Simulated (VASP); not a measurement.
Crystal: Mo.

```
CELL_PARAMETERS angstrom
-1.57642 1.57642 1.57642
1.57642 -1.57642 1.57642
1.57642 1.57642 -1.57642
ATOMIC_POSITIONS crystal
Mo 0.00000 0.00000 0.00000
```

Base run:

| Property | Result |
| --- | --- |
| Program | VASP 6.6.1 |
| Functional | r2SCAN |
| Potentials or basis | VASP PAW PBE potentials, release 64 (Mo_sv) |
| Cutoff | 520 eV |
| k mesh | 14 × 14 × 14 |
| Occupations | methfessel-paxton, width 0.6 eV |
| Spin | no spin polarisation |

Its results: band gap on the k mesh zero (band 7 reaches 16.63 eV, above the bottom of band 8 at 11.09 eV); pressure 0.8 GPa.

The run is repeated on the same cell with these changes: occupations from methfessel-paxton, width 0.6 eV to methfessel-paxton, width 0.2 eV. What comes out?

Band gap on the k mesh zero (band 7 reaches 16.62 eV, above the bottom of band 8 at 11.08 eV); pressure 1.3 GPa.

Caveats: the PAW data sets were made with another functional, which shifts forces and pressure a little.
